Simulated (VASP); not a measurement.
# Au: single point with PBEsol

Crystal: Au.

```
CELL_PARAMETERS angstrom
0.00000 2.02124 2.02124
2.02124 0.00000 2.02124
2.02124 2.02124 0.00000
ATOMIC_POSITIONS crystal
Au 0.00000 0.00000 0.00000
```

This cell differs from its parent crystal: volume scaled by 0.97.

* Program: VASP 6.6.1
* Task: single point
* Functional: PBEsol
* Potentials or basis: VASP PAW PBE potentials, release 64 (Au)
* Cutoff: 520 eV
* k mesh: 18 × 18 × 18
* Occupations: gaussian, width 0.1 eV
* Spin: no spin polarisation

The pressure is 5.5 GPa.

Levels at points of the mesh, in eV from the Fermi level:
| k point | band 3 | band 4 | band 5 | band 6 | band 7 | band 8 | band 9 | band 10 |
| --- | --- | --- | --- | --- | --- | --- | --- | --- |
| (0.00, 0.00, 0.00) | -4.84 | -4.84 | -3.22 | -3.22 | 14.47 | 18.64 | 18.64 | 18.64 |
| (0.50, 0.00, 0.00) | -4.88 | -1.95 | -1.95 | -1.16 | 3.24 | 13.91 | 17.34 | 17.34 |
| (0.50, 0.50, 0.00) | -1.99 | -1.61 | -1.61 | 0.88 | 6.02 | 10.06 | 10.06 | 17.53 |

Wall time 100 s on 1 thread of AMD EPYC 7R13, with other jobs on the host, peak memory 0.14 GiB.

Caveat: the PAW data sets were made with another functional, which shifts forces and pressure a little; spin-orbit coupling is left out, which moves the levels of the heavy elements.
